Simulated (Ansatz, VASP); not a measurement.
## Sc2AgAu3 in VASP and in Ansatz

```
Sc Ag Au
1.0
     5.62405    0.00000    0.00000
    -2.81203    4.87057    0.00000
     0.00000    0.00000    4.78849
Sc Ag Au
2 1 3
Direct
  0.33333 0.66667 0.00000
  0.66667 0.33333 0.00000
  0.00000 0.00000 0.00000
  0.50000 0.00000 0.50000
  0.50000 0.50000 0.50000
  0.00000 0.50000 0.50000
```

Alike in both runs: functional PBE; k mesh 6 × 6 × 10; occupations gaussian, width 0.1 eV; no spin polarisation.

Ansatz relaxed the structure, and its values are those at the end. VASP's run is a single point on that final structure, the one shown.

```csv
,VASP,Ansatz
version,VASP 6.6.1,Ansatz 0.2.0
potentials or method,"VASP PAW PBE potentials, release 64 (Sc_sv, Ag, Au), cutoff 520 eV","scalar-relativistic, plane waves, PAW"
valence electrons in the cell,66,98
```

```tsv
	VASP	Ansatz	Ansatz less VASP
gap on the k mesh at the Fermi level (eV)	none	none	-
pressure (GPa)	0.0	0.0	-0.01
```

A gap of «none» marks a metal or a gap that the smearing closes. VASP's potentials hold 66 valence electrons a cell and Ansatz's 98, so a difference there can come from the potentials and not from the codes.

Spin-orbit coupling is off throughout.
